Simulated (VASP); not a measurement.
A run of VASP 6.6.1 is set up as follows.

INCAR

```
SYSTEM = AlN
PREC = Accurate
ENCUT = 600
EDIFF = 1E-6
ISMEAR = 0
SIGMA = 0.01
LREAL = .FALSE.
LASPH = .TRUE.
NELM = 80
ALGO = Normal
ISIF = 3
LWAVE = .FALSE.
LCHARG = .FALSE.
GGA = PS
IBRION = 2
NSW = 100
EDIFFG = -0.002
PSTRESS = 20.0
```

The input KPOINTS:

```
regular mesh
0
G
  8 8 6
  0 0 0
```

The input POSCAR:

```
AlN
1.0
    3.1138295412      0.0000000000      0.0000000000
   -1.5569147706      2.6966554857      0.0000000000
    0.0000000000      0.0000000000      4.9828520803
Al N
2 2
Direct
    0.3333333333      0.6666666667     -0.0010085627
    0.6666666667      0.3333333333      0.4989914373
    0.3333333333      0.6666666667      0.3810085627
    0.6666666667      0.3333333333      0.8810085627
```

Potentials or basis: VASP PAW PBE potentials, release 64 (Al, N).

The run is started by

```sh
$ cat potpaw_PBE.64/Al/POTCAR potpaw_PBE.64/N/POTCAR > POTCAR
$ mpirun -np 1 vasp_std > vasp.out
```

Q: Predict the space group after relaxing (to 0.05 Å).

A: P6_3mc (No. 186).

Q: What does it give for the band gap on the k mesh?

A: 4.20 eV, direct.

Q: What does it give for the relaxed volume?

A: 10.35 Å³/atom.

Final structure:
```cif
data_structure
_symmetry_space_group_name_H-M 'P 1'
_symmetry_Int_Tables_number 1
_cell_length_a 3.1037
_cell_length_b 3.1037
_cell_length_c 4.9637
_cell_angle_alpha 90.000
_cell_angle_beta 90.000
_cell_angle_gamma 120.000
_cell_volume 41.41
loop_
_atom_site_label
_atom_site_type_symbol
_atom_site_fract_x
_atom_site_fract_y
_atom_site_fract_z
_atom_site_occupancy
Al1 Al 0.33333 0.66667 0.99890 1
Al2 Al 0.66667 0.33333 0.49890 1
N1 N 0.33333 0.66667 0.38110 1
N2 N 0.66667 0.33333 0.88110 1
```

Caveat: the cell is relaxed towards a set pressure, so the enthalpy falls and the energy may rise; the PAW data sets were made with another functional, which shifts forces and pressure a little. A k mesh can miss the band edges.
